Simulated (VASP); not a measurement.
# GaP (F-43m) in VASP: a series of runs

GaP is run at these levels: PBE; tasks: single point.

All numbers are computed with VASP 6.6.1; they aren't measurements. Logs are shortened: lines on timing, memory, paths and dates and some standing lists are left out, and cuts for length are marked.

**Experimental background.**

“Stacking defects in GaP nanowires: Electronic structure and optical properties”, 2018, arxiv:1810.01194 quotes, for a bulk crystal of GaP at 10 K: band gap 2.34 eV (indirect).

The results are compared with them further down.

### Step 1. The cell of the first run

The structure is cubic, space group F-43m (No. 216). The conventional cell has a = 5.506 Å, b = 5.506 Å, c = 5.506 Å, α = 90.00°, β = 90.00°, γ = 90.00°. Within 3.1 Å of Ga (site symmetry -43m) lie 4 P at 2.38 Å. P (site symmetry -43m) has 4 Ga at 2.38 Å within 3.1 Å.

### Step 2. Single point, PBE

File INCAR:

```
PREC = Accurate
ENCUT = 520
EDIFF = 1E-6
ISMEAR = 0
SIGMA = 0.05
LREAL = F
LASPH = T
NELM = 100
ALGO = Normal
ISIF = 2
LWAVE = F
LCHARG = F
GGA = PE
NBANDS = 16
```

File KPOINTS:

```
regular mesh
0
Gamma
  8 8 8
```

File POSCAR:

```
GaP
1.0
    0.0000000000      2.7527919388      2.7527919388
    2.7527919388      0.0000000000      2.7527919388
    2.7527919388      2.7527919388      0.0000000000
Ga P
1 1
Direct
    0.0000000000      0.0000000000      0.0000000000
    0.7500000000      0.7500000000      0.7500000000
```

Potentials or basis: VASP PAW PBE potentials, release 64 (Ga_d, P).

Started as:

```sh
$ cat potpaw_PBE.64/Ga_d/POTCAR potpaw_PBE.64/P/POTCAR > POTCAR
$ mpirun -np 1 vasp_std > vasp.out
```

OUTCAR:

```text
PREC = Accurate
   ENCUT = 520
   EDIFF = 1E-6
   ISMEAR = 0
   LREAL = F
   LASPH = T
   NELM = 100
   ISIF = 2
   GGA = PE

 ion  position               nearest neighbor table
   1  0.000  0.000  0.000-   2 2.38   2 2.38   2 2.38   2 2.38
   2  0.750  0.750  0.750-   1 2.38   1 2.38   1 2.38   1 2.38

  LATTYP: Found a face centered cubic cell.
 ALAT       =     5.5055838776

  Lattice vectors:

 A1 = (   0.0000000000,   2.7527919388,   2.7527919388)
 A2 = (   2.7527919388,   0.0000000000,   2.7527919388)
 A3 = (   2.7527919388,   2.7527919388,   0.0000000000)

Analysis of symmetry for initial positions (statically):
=====================================================================
 Subroutine PRICEL returns:
 Original cell was already a primitive cell.

 Routine SETGRP: Setting up the symmetry group for a
 face centered cubic supercell.

 Subroutine GETGRP returns: Found 24 space group operations
 (whereof 24 operations were pure point group operations)
 out of a pool of 48 trial point group operations.

The static configuration has the point symmetry T_d .

Analysis of symmetry for dynamics (positions and initial velocities):
=====================================================================
 Subroutine PRICEL returns:
 Original cell was already a primitive cell.

 Routine SETGRP: Setting up the symmetry group for a
 face centered cubic supercell.

 Subroutine GETGRP returns: Found 24 space group operations
 (whereof 24 operations were pure point group operations)
 out of a pool of 48 trial point group operations.

The dynamic configuration has the point symmetry T_d .

 Subroutine INISYM returns: Found 24 space group operations
 (whereof 24 operations are pure point group operations),
 and found     1 'primitive' translations

----------------------------------------------------------------------------------------

                                     Primitive cell

  volume of cell :      41.7206

  direct lattice vectors                    reciprocal lattice vectors
     0.000000000  2.752791939  2.752791939    -0.181633778  0.181633778  0.181633778
     2.752791939  0.000000000  2.752791939     0.181633778 -0.181633778  0.181633778
     2.752791939  2.752791939  0.000000000     0.181633778  0.181633778 -0.181633778

  length of vectors
     3.893035694  3.893035694  3.893035694     0.314598932  0.314598932  0.314598932

  position of ions in fractional coordinates (direct lattice)
     0.000000000  0.000000000  0.000000000
     0.750000000  0.750000000  0.750000000

  ion indices of the primitive-cell ions
   primitive index   ion index
                 1           1
                 2           2

----------------------------------------------------------------------------------------

 KPOINTS: regular mesh

Automatic generation of k-mesh.
 Grid dimensions read from file:
 generate k-points for:    8    8    8

 Generating k-lattice:

  Cartesian coordinates                     Fractional coordinates (reciprocal lattice)
    -0.022704222  0.022704222  0.022704222     0.125000000  0.000000000  0.000000000
     0.022704222 -0.022704222  0.022704222     0.000000000  0.125000000  0.000000000
     0.022704222  0.022704222 -0.022704222     0.000000000  0.000000000  0.125000000

  Length of vectors
     0.039324866  0.039324866  0.039324866

  Shift w.r.t. Gamma in fractional coordinates (k-lattice)
     0.000000000  0.000000000  0.000000000

 Subroutine IBZKPT returns following result:
 ===========================================

 Found     29 irreducible k-points:

 Following reciprocal coordinates:
            Coordinates               Weight
  0.000000  0.000000  0.000000      1.000000
  0.125000  0.000000  0.000000      8.000000
  0.250000  0.000000  0.000000      8.000000
  0.375000  0.000000  0.000000      8.000000
  0.500000  0.000000  0.000000      4.000000
  0.125000  0.125000  0.000000      6.000000
[... 16 lines left out ...]
  0.500000  0.250000  0.125000     48.000000
 -0.375000  0.250000  0.125000     24.000000
 [... further k-points ...]
   k-points           NKPTS =     29   k-points in BZ     NKDIM =     29   number of bands    NBANDS=     16
   number of dos      NEDOS =    301   number of ions     NIONS =      2
   total plane-waves  NPLWV =  27000
   dimension x,y,z NGX =    30 NGY =   30 NGZ =   30
   dimension x,y,z NGXF=    60 NGYF=   60 NGZF=   60
   ions per type =               1   1
   NGX,Y,Z   is equivalent  to a cutoff of  12.81, 12.81, 12.81 a.u.
   NGXF,Y,Z  is equivalent  to a cutoff of  25.62, 25.62, 25.62 a.u.
 SYSTEM =  unknown system
   PREC   = accura    normal or accurate (medium, high low for compatibility)
   ISTART =      0    job   : 0-new  1-cont  2-samecut
   ICHARG =      2    charge: 1-file 2-atom 10-const
   ISPIN  =      1    spin polarized calculation?
   LNONCOLLINEAR =      F non collinear calculations
   LSORBIT =      F    spin-orbit coupling
   LASPH  =      T    aspherical Exc in radial PAW
   ENCUT  =  520.0 eV  38.22 Ry    6.18 a.u.   7.24  7.24  7.24*2*pi/ulx,y,z
   NELM   =    100;   NELMIN=  2; NELMDL= -5     # of ELM steps
   EDIFF  = 0.1E-05   stopping-criterion for ELM
   LREAL  =      F    real-space projection
   EDIFFG = 0.1E-04   stopping-criterion for IOM
   NSW    =      0    number of steps for IOM
   IBRION =     -1    ionic relax: 0-MD 1-quasi-New 2-CG
   NFREE  =      0    steps in history (QN), initial steepest desc. (CG)
   ISIF   =      2    stress and relaxation
   ISYM   =      2    0-nonsym 1-usesym 2-fastsym
   POTIM  = 0.5000    time-step for ionic-motion
   TEBEG  =    0.0;   TEEND  =   0.0 temperature during run
   PSTRESS=    0.0 pullay stress
   NELECT =      18.0000    total number of electrons
   NUPDOWN=      -1.0000    fix difference up-down
   EMIN   =  10.00;   EMAX   =-10.00  energy-range for DOS
   EFERMI =   0.00;   METHOD = LEGACY
   ISMEAR =     0;   SIGMA  =   0.05  broadening in eV -4-tet -1-fermi 0-gaus
   EFERMI_NEDOS =   21; number of points for ismear=-14 and -15
   IALGO  =     38    algorithm
   IMIX   =      4    mixing-type and parameters
     AMIX     =   0.40;   BMIX     =  1.00
     AMIX_MAG =   1.60;   BMIX_MAG =  1.00
  volume/ion in A,a.u.               =      20.86       140.77
  Fermi-wavevector in a.u.,A,eV,Ry     =   1.237036  2.337659 20.820419  1.530258
  Thomas-Fermi vector in A             =   2.371620
   LORBIT       =      0    0 simple, 1 ext, 2 COOP (PROOUT), +10 PAW based schemes
   GGA     = PE    functional components
   LHFCALC =     F    Hartree Fock is set to
   AEXX    =    0.0000 exact exchange contribution
   IVDW    =     0    specifies the selected vdW correction
   LEPSILON=     F    determine dielectric tensor
   LRPA    =     F    only Hartree local field effects (RPA)
 non-spin polarized calculation
 Gauss-broadening in eV      SIGMA  =   0.05
  energy-cutoff  :      520.00
  volume of cell :       41.72
 maximum number of plane-waves:      1158
 NGX is ok and might be reduce to    30
   NGX = 15   NGY = 15   NGZ = 15

 number of electron      18.0000003 magnetization

 Free energy of the ion-electron system (eV)
  ---------------------------------------------------
  ext. energy  EPLUGINS =         0.00000000
  ---------------------------------------------------
  free energy    TOTEN  =        -9.12558191 eV

  energy without entropy =       -9.12558191  energy(sigma->0) =       -9.12558191

 E-fermi :   4.6081     XC(G=0):  -9.6962

 val. band max:        4.3492463704   @ k =   0.0000   0.0000   0.0000
 cond. band min:       5.9269854668   @ k =   0.0000   0.0000   0.0000
 fundamental gap:      1.5777390964
 Fermi energy:         4.6080868600

 k-point     1 :       0.0000    0.0000    0.0000
  band No.  band energies     occupation
      1     -10.1540      2.00000
      2     -10.1540      2.00000
      3     -10.1540      2.00000
      4     -10.0632      2.00000
      5     -10.0632      2.00000
      6      -7.9197      2.00000
[... 8 lines left out ...]
     15      14.0945      0.00000
     16      14.0945      0.00000

 k-point     2 :       0.1250    0.0000    0.0000
  band No.  band energies     occupation
      1     -10.1658      2.00000
      2     -10.1497      2.00000
      3     -10.1497      2.00000
      4     -10.0632      2.00000
      5     -10.0632      2.00000
      6      -7.7253      2.00000
[... 8 lines left out ...]
     15      13.4888      0.00000
     16      13.9083      0.00000

 k-point     3 :       0.2500    0.0000    0.0000
  band No.  band energies     occupation
      1     -10.1922      2.00000
      2     -10.1407      2.00000
      3     -10.1407      2.00000
      4     -10.0620      2.00000
      5     -10.0620      2.00000
      6      -7.1749      2.00000
[... 8 lines left out ...]
     15      13.3047      0.00000
     16      14.1951      0.00000

 k-point     4 :       0.3750    0.0000    0.0000
  band No.  band energies     occupation
      1     -10.2164      2.00000
      2     -10.1337      2.00000
      3     -10.1337      2.00000
      4     -10.0587      2.00000
      5     -10.0587      2.00000
      6      -6.4119      2.00000
[... 8 lines left out ...]
     15      14.4603      0.00000
     16      14.4603      0.00000
[... 324 lines left out ...]
 k-point    22 :       0.3750    0.2500    0.1250
  band No.  band energies     occupation
      1     -10.2134      2.00000
      2     -10.1298      2.00000
      3     -10.1263      2.00000
      4     -10.0726      2.00000
      5     -10.0550      2.00000
      6      -6.7061      2.00000
[... 8 lines left out ...]
     15      15.3517      0.00000
     16      16.5784      0.00000

 k-point    23 :       0.5000    0.2500    0.1250
  band No.  band energies     occupation
      1     -10.2274      2.00000
      2     -10.1264      2.00000
      3     -10.1180      2.00000
      4     -10.0708      2.00000
      5     -10.0551      2.00000
      6      -5.9887      2.00000
[... 8 lines left out ...]
     15      15.7293      0.00000
     16      17.0469      0.00000

 k-point    24 :      -0.3750    0.2500    0.1250
  band No.  band energies     occupation
      1     -10.2325      2.00000
      2     -10.1259      2.00000
      3     -10.1151      2.00000
      4     -10.0676      2.00000
      5     -10.0565      2.00000
      6      -5.5625      2.00000
[... 8 lines left out ...]
     15      16.2432      0.00000
     16      16.6847      0.00000

 [... further k-points ...]

------------------------ aborting loop because EDIFF is reached ----------------------------------------

  FORCE on cell =-STRESS in cart. coord.  units (eV):
  Direction    XX          YY          ZZ          XY          YZ          ZX
  --------------------------------------------------------------------------------------
  -------------------------------------------------------------------------------------
  Total       -0.0121352     -0.0121352     -0.0121352     -0.0000000      0.0000000     -0.0000000
  in kB       -0.4660246     -0.4660246     -0.4660246     -0.0000000      0.0000000     -0.0000000
  external PRESSURE =      -0.4660246 kB  Pullay stress =       0.0000000 kB

 VOLUME and BASIS-vectors are now :
 -----------------------------------------------------------------------------
  energy-cutoff  :      520.00
  volume of cell :       41.72
      direct lattice vectors                 reciprocal lattice vectors
     0.000000000  2.752791939  2.752791939    -0.181633778  0.181633778  0.181633778
     2.752791939  0.000000000  2.752791939     0.181633778 -0.181633778  0.181633778
     2.752791939  2.752791939  0.000000000     0.181633778  0.181633778 -0.181633778

 POSITION                                       TOTAL-FORCE (eV/Angst)
 -----------------------------------------------------------------------------------
      0.00000      0.00000      0.00000        -0.000000     -0.000000     -0.000000
      4.12919      4.12919      4.12919         0.000000      0.000000      0.000000
 -----------------------------------------------------------------------------------
    total drift:                               -0.000002     -0.000002     -0.000002

  FREE ENERGIE OF THE ION-ELECTRON SYSTEM (eV)
  ---------------------------------------------------
  free  energy   TOTEN  =        -9.1255819079 eV

  energy  without entropy=       -9.1255819079  energy(sigma->0) =       -9.12558191
```

Run time: 11 s. Hardware: 1 thread of Intel Xeon 6975P-C (Granite Rapids), shared host; peak memory 0.17 GiB.

What came out:

```
Free energy            : -9.1256 eV
Pressure               : 0.0 GPa
Band gap on the k mesh : 1.58 eV, direct
```

### Step 3. Single point, PBE

File INCAR:

```
  PREC = Accurate
  ENCUT = 520
  EDIFF = 1E-7
  ISMEAR = 0
  SIGMA = 0.05
  LREAL = False
  LASPH = True
  NELM = 80
  ALGO = Normal
  ISIF = 2
  LWAVE = False
  LCHARG = True
  GGA = PE
  LELF = True
  LVHAR = True
  NBANDS = 16
```

File KPOINTS:

```
regular mesh
0
Gamma
  10 10 10
```

POSCAR is that of step 2.

Potentials or basis: VASP PAW PBE potentials, release 64 (Ga_d, P).

Started as:

```sh
$ cat potpaw_PBE.64/Ga_d/POTCAR potpaw_PBE.64/P/POTCAR > POTCAR
$ mpirun -np 1 vasp_std > vasp.out
```

Run time: 19 s. Hardware: 1 thread of Intel Xeon 6975P-C (Granite Rapids), shared host; peak memory 0.18 GiB.

It converged, with:

```yaml
Free_energy: -9.1276 eV
Pressure: 0.0 GPa
Band_gap_on_the_k_mesh: 1.58 eV, direct
```

Levels at points of the mesh, in eV from the valence-band top:
```
           k point  band 6  band 7  band 8  band 9  band 10  band 11  band 12  band 13
(0.00, 0.00, 0.00)  -12.27    0.00    0.00    0.00     1.58     3.90     3.90     3.90
(0.50, 0.00, 0.00)  -10.30   -6.46   -1.07   -1.07     1.58     4.73     4.73     8.23
(0.50, 0.50, 0.00)   -9.44   -6.61   -2.58   -2.58     1.72     1.85    10.37    10.37
```

### Step 4. How close it comes

Step 2. A measured gap of GaP is 2.34 eV (indirect; 10 K; quoted in “Stacking defects in GaP nanowires: Electronic structure and optical properties”, 2018, arxiv:1810.01194); the calculated 1.58 eV misses it by -0.76 eV. Spin-orbit coupling on Ga is left out. The value is that of PBE on a finite k mesh, which can miss the band edges, without temperature or zero-point motion. Semilocal functionals fall short of measured gaps as a rule.

Step 3. Against the measured gap of GaP, 2.34 eV (indirect; 10 K; quoted in “Stacking defects in GaP nanowires: Electronic structure and optical properties”, 2018, arxiv:1810.01194), the calculated 1.58 eV is off by -0.76 eV. Spin-orbit coupling on Ga is left out. The value is that of PBE on a finite k mesh, which can miss the band edges, without temperature or zero-point motion. Semilocal functionals fall short of measured gaps as a rule.
